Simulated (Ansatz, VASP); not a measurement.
C in VASP and in Ansatz

```
C
1.0
     2.52742    0.00000    0.00000
    -1.26371    2.18881    0.00000
     0.00000    0.00000    6.60441
C
4
Cartesian
  0.0000 0.0000 0.0165
  0.0000 0.0000 3.3187
  0.0000 1.4592 0.0165
  1.2637 0.7296 3.3187
```

Alike in both runs: task single point; functional PBE; dispersion D3(BJ); k mesh 21 × 21 × 8; occupations gaussian, width 0.15 eV; no spin polarisation.

|  | VASP | Ansatz |
| --- | --- | --- |
| version | VASP 6.6.1 | Ansatz 0.2.0 |
| potentials or method | VASP PAW PBE potentials, release 64 (C), cutoff 520 eV | scalar-relativistic, plane waves, PAW |
| valence electrons in the cell | 16 | 16 |

```tsv
	VASP	Ansatz	Ansatz less VASP
gap on the k mesh at the Fermi level (eV)	none	none	-
pressure (GPa)	-19.0	-19.4	-0.40
traceless stress, the component that is largest in VASP (GPa)	19.88	20.36	+0.478
```

A gap of «none» marks a metal or a gap that the smearing closes.
